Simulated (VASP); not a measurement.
CuO:

```
Cu O
1.0
     2.34465   -1.71340    0.00000
     2.34465    1.71340    0.00000
    -0.86055    0.00000    5.05944
Cu O
2 2
Cartesian
  1.1723 0.8457 0.0000
  0.7420 -0.8457 2.5297
  2.0724 -0.2841 1.2836
  1.6421 0.2841 3.8133
```

| Property | Result |
| --- | --- |
| Program | VASP 6.6.1 |
| Task | relaxation of cell and atoms |
| Functional | BLYP |
| Potentials or basis | VASP PAW PBE potentials, release 64 (Cu, O) |
| Cutoff | 600 eV |
| k mesh | 10 × 10 × 5 |
| Occupations | fermi-dirac, width 0.05 eV |
| Spin | no spin polarisation |

At the start: pressure 13.2 GPa; volume 10.16 Å³/atom.

**Question.** How do energy, volume and symmetry change on relaxing?

**Answer.** Over 27 steps the energy falls by 101.7 meV/atom and the volume is 11.63 Å³/atom (+14.4 %); space group Cc (No. 9, to 0.1 Å) before, Cccm (No. 66, to 0.1 Å).

The path:
| step | energy change (eV) | largest force (eV/Å) | pressure (GPa) | volume (Å³) |
| --- | --- | --- | --- | --- |
| 1 | 0.0000 | 0.8224 | 13.15 | 40.65 |
| 2 | -0.1272 | 0.4665 | -5.78 | 45.76 |
| 3 | -0.1631 | 0.3858 | -0.68 | 43.95 |
| 4 | -0.1912 | 0.3193 | 0.08 | 44.01 |
| 5 | -0.2221 | 0.3479 | 2.13 | 44.12 |
| 6 | -0.2424 | 0.3068 | 1.34 | 44.55 |
| 7 | -0.2874 | 0.1893 | -0.73 | 45.81 |
| 8 | -0.2996 | 0.1842 | -4.46 | 48.29 |
| 9 | -0.3079 | 0.0970 | -2.76 | 47.15 |
| 10 | -0.3335 | 0.1034 | -1.92 | 47.06 |
| 11 | -0.3631 | 0.1977 | -0.41 | 46.84 |
| 12 | -0.3571 | 0.4354 | 2.24 | 46.19 |
| 13 | -0.3714 | 0.2885 | 0.78 | 46.60 |
| 14 | -0.3943 | 0.1090 | -0.57 | 46.87 |
| 15 | -0.3981 | 0.0594 | -1.32 | 47.01 |
| 16 | -0.4024 | 0.0368 | 0.31 | 46.41 |
| 17 | -0.4025 | 0.0378 | 0.43 | 46.38 |
| 18 | -0.4037 | 0.0291 | 0.11 | 46.44 |
| 19 | -0.4040 | 0.0448 | -0.12 | 46.50 |
| 20 | -0.4049 | 0.0382 | 0.00 | 46.47 |
| 21 | -0.4060 | 0.0522 | 0.33 | 46.38 |
| 22 | -0.4066 | 0.0232 | -0.07 | 46.53 |
| 23 | -0.4066 | 0.0206 | -0.16 | 46.56 |
| 24 | -0.4066 | 0.0202 | -0.16 | 46.57 |
| 25 | -0.4067 | 0.0120 | 0.06 | 46.51 |
| 26 | -0.4067 | 0.0121 | 0.03 | 46.51 |
| 27 | -0.4068 | 0.0061 | 0.02 | 46.52 |

Final structure:
```xyz
4
Lattice="2.1665 -2.0527 0.1674 2.1665 2.0527 0.1674 -0.4368 0.0000 5.1968" Properties=species:S:1:pos:R:3 pbc="T T T"
Cu    3.2244   -1.0254    0.2589
Cu    3.0060    1.0254    2.8573
O     2.0312   -0.0077    1.4742
O     1.8128    0.0077    4.0726
```

Caveat: the PAW data sets were made with another functional, which shifts forces and pressure a little.
